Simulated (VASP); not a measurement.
# Si2Mo (I4/mmm) in VASP: notebook, part 2 of 3

VASP 6.6.1. Earlier steps stand in the parts before.

### 3 Electric field gradients, PBEsol (equal xx and yy strain of +2 %)

INCAR

```
SYSTEM = Si2Mo
PREC = Accurate
ENCUT = 520
EDIFF = 1E-8
ISMEAR = -1
SIGMA = 0.08
LREAL = .FALSE.
LASPH = .TRUE.
NELM = 100
ALGO = Normal
ISIF = 2
LWAVE = .FALSE.
LCHARG = .FALSE.
GGA = PS
LEFG = .TRUE.
NBANDS = 18
```

KPOINTS

```
regular mesh
0
G
  16 16 16
  0 0 0
```

POSCAR

```
Si2Mo
1.0
   -1.6320000000      1.6320000000      3.9305000000
    1.6320000000     -1.6320000000      3.9305000000
    1.6320000000      1.6320000000     -3.9305000000
Si Mo
2 1
Direct
    0.3330000000      0.3330000000      0.0000000000
    0.6670000000      0.6670000000      0.0000000000
    0.0000000000      0.0000000000      0.0000000000
```

Potentials or basis: VASP PAW PBE potentials, release 64 (Si, Mo_sv).

Command:

```sh
$ cat potpaw_PBE.64/Si/POTCAR potpaw_PBE.64/Mo_sv/POTCAR > POTCAR
$ mpirun -np 1 vasp_std > vasp.out
```

OUTCAR:

```text
SYSTEM = Si2Mo
   PREC = Accurate
   ENCUT = 520
   EDIFF = 1E-8
   ISMEAR = -1
   LREAL = .FALSE.
   LASPH = .TRUE.
   NELM = 100
   ISIF = 2
   GGA = PS

 ion  position               nearest neighbor table
   1  0.333  0.333  0.000-   3 2.62   2 2.63   2 2.65   2 2.65   2 2.65   2 2.65   3 2.66   3 2.66
                             3 2.66   3 2.66
   2  0.667  0.667  0.000-   3 2.62   1 2.63   1 2.65   1 2.65   1 2.65   1 2.65   3 2.66   3 2.66
                             3 2.66   3 2.66
   3  0.000  0.000  0.000-   1 2.62   2 2.62   2 2.66   1 2.66   2 2.66   1 2.66   2 2.66   1 2.66
                             1 2.66   2 2.66

  LATTYP: Found a body centered tetragonal cell.
 ALAT       =     3.2640000000
 C/A-ratio  =     2.4083946078

  Lattice vectors:

 A1 = (  -1.6320000000,   1.6320000000,   3.9305000000)
 A2 = (   1.6320000000,  -1.6320000000,   3.9305000000)
 A3 = (   1.6320000000,   1.6320000000,  -3.9305000000)

Analysis of symmetry for initial positions (statically):
=====================================================================
 Subroutine PRICEL returns:
 Original cell was already a primitive cell.

 Routine SETGRP: Setting up the symmetry group for a
 body centered tetragonal supercell.

 Subroutine GETGRP returns: Found 16 space group operations
 (whereof 16 operations were pure point group operations)
 out of a pool of 16 trial point group operations.

The static configuration has the point symmetry D_4h.

Analysis of symmetry for dynamics (positions and initial velocities):
=====================================================================
 Subroutine PRICEL returns:
 Original cell was already a primitive cell.

 Routine SETGRP: Setting up the symmetry group for a
 body centered tetragonal supercell.

 Subroutine GETGRP returns: Found 16 space group operations
 (whereof 16 operations were pure point group operations)
 out of a pool of 16 trial point group operations.

The dynamic configuration has the point symmetry D_4h.

 Subroutine INISYM returns: Found 16 space group operations
 (whereof 16 operations are pure point group operations),
 and found     1 'primitive' translations

----------------------------------------------------------------------------------------

                                     Primitive cell

  volume of cell :      41.8744

  direct lattice vectors                    reciprocal lattice vectors
    -1.632000000  1.632000000  3.930500000     0.000000000  0.306372549  0.127210279
     1.632000000 -1.632000000  3.930500000     0.306372549  0.000000000  0.127210279
     1.632000000  1.632000000 -3.930500000     0.306372549  0.306372549  0.000000000

  length of vectors
     4.558034472  4.558034472  4.558034472     0.331732714  0.331732714  0.433276214

  position of ions in fractional coordinates (direct lattice)
     0.333000000  0.333000000  0.000000000
     0.667000000  0.667000000  0.000000000
     0.000000000  0.000000000  0.000000000

  ion indices of the primitive-cell ions
   primitive index   ion index
                 1           1
                 2           2
                 3           3

[... 81 lines left out ...]
   PSTRESS=    0.0 pullay stress
   NELECT =      22.0000    total number of electrons
   NUPDOWN=      -1.0000    fix difference up-down
   EMIN   =  10.00;   EMAX   =-10.00  energy-range for DOS
   EFERMI =   0.00;   METHOD = LEGACY
   ISMEAR =    -1;   SIGMA  =   0.08  broadening in eV -4-tet -1-fermi 0-gaus
   EFERMI_NEDOS =   21; number of points for ismear=-14 and -15
   IALGO  =     38    algorithm
   IMIX   =      4    mixing-type and parameters
     AMIX     =   0.40;   BMIX     =  1.00
     AMIX_MAG =   1.60;   BMIX_MAG =  1.00
  volume/ion in A,a.u.               =      13.96        94.19
  Fermi-wavevector in a.u.,A,eV,Ry     =   1.320990  2.496310 23.742382  1.745016
  Thomas-Fermi vector in A             =   2.450777
   LORBIT       =      0    0 simple, 1 ext, 2 COOP (PROOUT), +10 PAW based schemes
   GGA     = PS    functional components
   LHFCALC =     F    Hartree Fock is set to
   AEXX    =    0.0000 exact exchange contribution
   IVDW    =     0    specifies the selected vdW correction
   LEPSILON=     F    determine dielectric tensor
   LRPA    =     F    only Hartree local field effects (RPA)
 non-spin polarized calculation
  energy-cutoff  :      520.00
  volume of cell :       41.87
 maximum number of plane-waves:      1149
 NGX is ok and might be reduce to    36
   NGX = 17   NGY = 17   NGZ = 17

 number of electron      21.9999999 magnetization

 Free energy of the ion-electron system (eV)
  ---------------------------------------------------
  ext. energy  EPLUGINS =         0.00000000
  ---------------------------------------------------
  free energy    TOTEN  =       -25.00518407 eV

  energy without entropy =      -24.99886133  energy(sigma->0) =      -25.00202270

 E-fermi :  11.5438     XC(G=0): -12.3220

 val. band max:       11.5271189852   @ k =  -0.3750   0.5000   0.3750
 cond. band min:      11.5581139786   @ k =  -0.3750   0.4375   0.3750
 fundamental gap:      0.0309949934
 Fermi energy:        11.5438296628

 k-point     1 :       0.0000    0.0000    0.0000
  band No.  band energies     occupation
      1     -49.1005      2.00000
      2     -23.2571      2.00000
      3     -23.2010      2.00000
      4     -23.2010      2.00000
      5      -1.5401      2.00000
      6       5.5164      2.00000
[... 481 lines left out ...]
      5      -1.4248      2.00000
      6       5.6173      2.00000
[... 10 lines left out ...]
     17      16.7578      0.00000
     18      16.9766      0.00000

 [... further k-points ...]
[... 5 lines left out ...]
  --------------------------------------------------------------------------------------
  -------------------------------------------------------------------------------------
  Total       -2.9476764     -2.9476764     -1.6669126      0.0000000      0.0000000     -0.0000000
  in kB     -112.7826477   -112.7826477    -63.7786501      0.0000000      0.0000000     -0.0000000
  external PRESSURE =     -96.4479818 kB  Pullay stress =       0.0000000 kB

 VOLUME and BASIS-vectors are now :
 -----------------------------------------------------------------------------
  energy-cutoff  :      520.00
  volume of cell :       41.87
      direct lattice vectors                 reciprocal lattice vectors
    -1.632000000  1.632000000  3.930500000     0.000000000  0.306372549  0.127210279
     1.632000000 -1.632000000  3.930500000     0.306372549  0.000000000  0.127210279
     1.632000000  1.632000000 -3.930500000     0.306372549  0.306372549  0.000000000

 POSITION                                       TOTAL-FORCE (eV/Angst)
 -----------------------------------------------------------------------------------
      0.00000      0.00000      2.61771         0.000000      0.000000      0.367496
      0.00000      0.00000      5.24329         0.000000      0.000000     -0.367496
      0.00000      0.00000      0.00000        -0.000000     -0.000000      0.000000
 -----------------------------------------------------------------------------------
    total drift:                                0.000000      0.000000     -0.000000

  FREE ENERGIE OF THE ION-ELECTRON SYSTEM (eV)
  ---------------------------------------------------
  free  energy   TOTEN  =       -25.0051840744 eV

  energy  without entropy=      -24.9988613317  energy(sigma->0) =      -25.00202270

 Electric field gradients (V/A^2)
---------------------------------------------------------------------
 ion       V_xx      V_yy      V_zz      V_xy      V_xz      V_yz
---------------------------------------------------------------------
   1       7.130     7.130   -14.260    -0.000    -0.000    -0.000
   2       7.130     7.130   -14.260    -0.000    -0.000    -0.000
   3      37.788    37.788   -75.577     0.001     0.000     0.000
---------------------------------------------------------------------

 Electric field gradients after diagonalization (V/A^2)
 (convention: |V_zz| > |V_xx| > |V_yy|)
----------------------------------------------------------------------
 ion       V_xx      V_yy      V_zz     asymmetry (V_yy - V_xx)/ V_zz
----------------------------------------------------------------------
   1       7.130     7.130   -14.260       0.000
   2       7.130     7.130   -14.260       0.000
   3      37.789    37.788   -75.577       0.000
----------------------------------------------------------------------

           NMR quadrupolar parameters

 Cq : quadrupolar parameter    Cq=e*Q*V_zz/h
 eta: asymmetry parameters     (V_yy - V_xx)/ V_zz
 Q  : nuclear electric quadrupole moment in mb (millibarn)
----------------------------------------------------------------------
 ion       Cq(MHz)       eta       Q (mb)
----------------------------------------------------------------------
   1      -0.034       0.000       1.000
   2      -0.034       0.000       1.000
   3      -0.183       0.000       1.000
----------------------------------------------------------------------
```

OSZICAR:

```text
N       E                     dE             d eps       ncg     rms          rms(c)
DAV:   1     0.116722353902E+03    0.11672E+03   -0.11236E+04 12580   0.116E+03
DAV:   2    -0.230180988146E+02   -0.13974E+03   -0.13710E+03 15124   0.295E+02
DAV:   3    -0.260193809419E+02   -0.30013E+01   -0.29683E+01 15562   0.384E+01
DAV:   4    -0.260371079050E+02   -0.17727E-01   -0.17697E-01 14880   0.317E+00
DAV:   5    -0.260372306279E+02   -0.12272E-03   -0.12272E-03 14870   0.279E-01    0.205E+01
DAV:   6    -0.252103120891E+02    0.82692E+00   -0.66473E+00 13184   0.163E+01    0.426E+00
DAV:   7    -0.250495906446E+02    0.16072E+00   -0.10517E+00 13004   0.608E+00    0.417E+00
DAV:   8    -0.250064146935E+02    0.43176E-01   -0.11358E-01 13590   0.239E+00    0.429E-01
DAV:   9    -0.250053135303E+02    0.11012E-02   -0.22553E-03 15312   0.360E-01    0.259E-01
DAV:  10    -0.250052078572E+02    0.10567E-03   -0.56915E-04 13900   0.208E-01    0.632E-02
DAV:  11    -0.250051898992E+02    0.17958E-04   -0.23707E-04 13642   0.116E-01    0.503E-02
DAV:  12    -0.250051843911E+02    0.55081E-05   -0.26921E-05 13394   0.367E-02    0.945E-03
DAV:  13    -0.250051842550E+02    0.13617E-06   -0.48637E-07 14176   0.519E-03    0.185E-03
DAV:  14    -0.250051840898E+02    0.16517E-06   -0.13915E-07 14082   0.220E-03    0.841E-04
DAV:  15    -0.250051840697E+02    0.20102E-07   -0.26854E-09  7140   0.361E-04    0.680E-04
DAV:  16    -0.250051840744E+02   -0.47457E-08   -0.32775E-10  6910   0.146E-04
   1 F= -.25005184E+02 E0= -.25002023E+02  d E =-.632274E-02
```

stdout:

```text
POSCAR found type information on POSCAR SiMo
 POSCAR found :  2 types and       3 ions
 scaLAPACK will be used
 -----------------------------------------------------------------------------
|                                                                             |
|                                                                             |
|     You enforced a specific xc type in the INCAR file but a different       |
|     I HOPE YOU KNOW WHAT YOU ARE DOING!                                     |
|                                                                             |
 -----------------------------------------------------------------------------

 LDA part: xc-table for (Slater+PW92), standard interpolation
 POSCAR, INCAR and KPOINTS ok, starting setup
 FFT: planning ... GRIDC
 FFT: planning ... GRID_SOFT
 FFT: planning ... GRID
 WAVECAR not read
 entering main loop
ion   1

ion   2

ion   3
```

Run time: 4.1 min. Hardware: 1 thread of AMD EPYC 9R45 (Zen 5), shared host; peak memory 0.36 GiB.

Results:

```yaml
Free_energy: -25.0052 eV
Pressure: -9.6 GPa
Largest_force: 0.367 eV/Å
Band_gap_on_the_k_mesh: zero (band 11 reaches 12.01 eV, above the bottom of band 12 at 11.03 eV)
```

Forces in eV/Å, atoms in the order of the input:
```
Si   0.000  0.000  0.367
Si   0.000  0.000 -0.367
Mo   0.000  0.000  0.000
```

Electric field gradients, principal values (V/Å²):
```
atom   least  middle  greatest (by size)
1 Si   7.130   7.130             -14.260
2 Si   7.130   7.130             -14.260
3 Mo  37.788  37.789             -75.577
```

Caveat: the cell differs from its parent crystal (equal xx and yy strain of +2 %); without QUAD_EFG the Cq values of the log hold for a quadrupole moment of 1 mb, not for the nuclei; the PAW data sets were made with another functional, which shifts forces and pressure a little.

### 4 Electric field gradients, PBEsol (equal xx and yy strain of +2 %)

INCAR

```
PREC = Accurate ; ENCUT = 520
EDIFF = 1E-8 ; ISMEAR = -1
SIGMA = 0.08 ; LREAL = F
LASPH = T ; NELM = 80
ALGO = Normal ; ISIF = 2
LWAVE = F ; LCHARG = F
GGA = PS ; LEFG = T
NBANDS = 18
```

KPOINTS

```
regular mesh
0
Gamma
  16 16 16
```

POSCAR is that of step 3.

Potentials or basis: VASP PAW PBE potentials, release 64 (Si, Mo_sv).

Command:

```sh
$ cat potpaw_PBE.64/Si/POTCAR potpaw_PBE.64/Mo_sv/POTCAR > POTCAR
$ mpirun -np 1 vasp_std > vasp.out
```

OUTCAR:

```text
PREC = Accurate
   ENCUT = 520
   EDIFF = 1E-8
   ISMEAR = -1
   LREAL = F
   LASPH = T
   NELM = 80
   ISIF = 2
   GGA = PS

 ion  position               nearest neighbor table
   1  0.333  0.333  0.000-   3 2.62   2 2.63   2 2.65   2 2.65   2 2.65   2 2.65   3 2.66   3 2.66
                             3 2.66   3 2.66
   2  0.667  0.667  0.000-   3 2.62   1 2.63   1 2.65   1 2.65   1 2.65   1 2.65   3 2.66   3 2.66
                             3 2.66   3 2.66
   3  0.000  0.000  0.000-   1 2.62   2 2.62   2 2.66   1 2.66   2 2.66   1 2.66   2 2.66   1 2.66
                             1 2.66   2 2.66

  LATTYP: Found a body centered tetragonal cell.
 ALAT       =     3.2640000000
 C/A-ratio  =     2.4083946078
[... 731 lines left out ...]
 ion       V_xx      V_yy      V_zz      V_xy      V_xz      V_yz
---------------------------------------------------------------------
   1       7.130     7.130   -14.260    -0.000    -0.000    -0.000
   2       7.130     7.130   -14.260    -0.000    -0.000    -0.000
   3      37.788    37.788   -75.577     0.001     0.000     0.000
---------------------------------------------------------------------

 Electric field gradients after diagonalization (V/A^2)
 (convention: |V_zz| > |V_xx| > |V_yy|)
----------------------------------------------------------------------
 ion       V_xx      V_yy      V_zz     asymmetry (V_yy - V_xx)/ V_zz
----------------------------------------------------------------------
   1       7.130     7.130   -14.260       0.000
   2       7.130     7.130   -14.260       0.000
   3      37.789    37.788   -75.577       0.000
----------------------------------------------------------------------

           NMR quadrupolar parameters

 Cq : quadrupolar parameter    Cq=e*Q*V_zz/h
 eta: asymmetry parameters     (V_yy - V_xx)/ V_zz
 Q  : nuclear electric quadrupole moment in mb (millibarn)
----------------------------------------------------------------------
 ion       Cq(MHz)       eta       Q (mb)
----------------------------------------------------------------------
   1      -0.034       0.000       1.000
   2      -0.034       0.000       1.000
   3      -0.183       0.000       1.000
----------------------------------------------------------------------
```

Run time: 4.2 min. Hardware: 1 thread of AMD EPYC 9R45 (Zen 5), shared host; peak memory 0.36 GiB.

Results:

* Free energy: -25.0052 eV
* Pressure: -9.6 GPa
* Largest force: 0.367 eV/Å
* Band gap on the k mesh: zero (band 11 reaches 12.01 eV, above the bottom of band 12 at 11.03 eV)

Forces in eV/Å, atoms in the order of the input:
```
Si   0.000  0.000  0.367
Si   0.000  0.000 -0.367
Mo   0.000  0.000  0.000
```

Stress tensor (GPa, compression positive):
```
-11.28   0.00   0.00
  0.00 -11.28   0.00
  0.00   0.00  -6.38
```

Electric field gradients, principal values (V/Å²):
| atom | least | middle | greatest (by size) |
| --- | --- | --- | --- |
| 1 Si | 7.130 | 7.130 | -14.260 |
| 2 Si | 7.130 | 7.130 | -14.260 |
| 3 Mo | 37.788 | 37.789 | -75.577 |

Caveat: the cell differs from its parent crystal (equal xx and yy strain of +2 %); without QUAD_EFG the Cq values of the log hold for a quadrupole moment of 1 mb, not for the nuclei; the PAW data sets were made with another functional, which shifts forces and pressure a little.

(Part 2 of 3 ends here.)
